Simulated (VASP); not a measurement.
Write the native input for VASP 6.6.1 that does the following.

```
Task                   : relaxation of cell and atoms
Functional             : PBEsol
Potentials or basis    : VASP PAW PBE potentials, release 64 (B, P)
Cutoff                 : 500 eV
k mesh                 : 8 × 8 × 8
Occupations            : gaussian, width 0.02 eV
Spin                   : no spin polarisation
Dipole correction      : no
Further INCAR settings : ALGO = Normal; EDIFF = 1e-07; IBRION = 2; EDIFFG = -0.002; NSW = 100; ISIF = 3
```

The structure of BP (sol) lies in POSCAR:

```
BP
1.0
    0.0000000000      2.2690000000      2.2690000000
    2.2690000000      0.0000000000      2.2690000000
    2.2690000000      2.2690000000      0.0000000000
B P
1 1
Direct
    0.0000000000      0.0000000000      0.0000000000
    0.2500000000      0.2500000000      0.2500000000
```

One way to write it, as run:

INCAR

```
SYSTEM = BP
PREC     = Accurate       ! precision mode
ENCUT    = 500            ! plane-wave cutoff, eV
EDIFF    = 1E-7           ! SCF threshold, eV
ISMEAR   = 0              ! smearing method
SIGMA    = 0.02           ! smearing width, eV
LREAL    = .FALSE.        ! projectors in reciprocal space
LASPH    = .TRUE.         ! aspherical terms in the spheres
NELM     = 120            ! most SCF steps
ALGO     = Normal         ! electronic algorithm
ISIF     = 3              ! what is computed and relaxed
LWAVE    = .FALSE.        ! write WAVECAR
LCHARG   = .FALSE.        ! write CHGCAR
GGA      = PS             ! functional
IBRION   = 2              ! ionic algorithm
NSW      = 100            ! ionic steps
EDIFFG   = -0.002         ! ionic threshold
GGA_COMPAT= .FALSE.      
NELMIN   = 4
```

KPOINTS

```
regular mesh
0
G
  8 8 8
  0 0 0
```

Potentials or basis: VASP PAW PBE potentials, release 64 (B, P).

Launch:

```sh
$ cat potpaw_PBE.64/B/POTCAR potpaw_PBE.64/P/POTCAR > POTCAR
$ mpirun -np 1 vasp_std > vasp.out
```

It gave:

```json
{
  "Relaxed volume": "11.55 Å³/atom",
  "Relaxed cell": "a = 3.197 Å, b = 3.197 Å, c = 3.197 Å, α = 60.00°, β = 60.00°, γ = 60.00°",
  "Space group after relaxing (to 0.05 Å)": "F-43m (No. 216)",
  "Energy gained by relaxing": "0.7 meV/atom",
  "Ionic steps": "3",
  "Pressure after relaxing": "0.0 GPa",
  "Band gap on the k mesh": "1.15 eV, indirect (least direct gap 3.37 eV)"
}
```

Caveat: the PAW data sets were made with another functional, which shifts forces and pressure a little.

It took 15 s on 1 thread of Intel Xeon 8259CL, with other jobs on the host, peak memory 0.13 GiB.
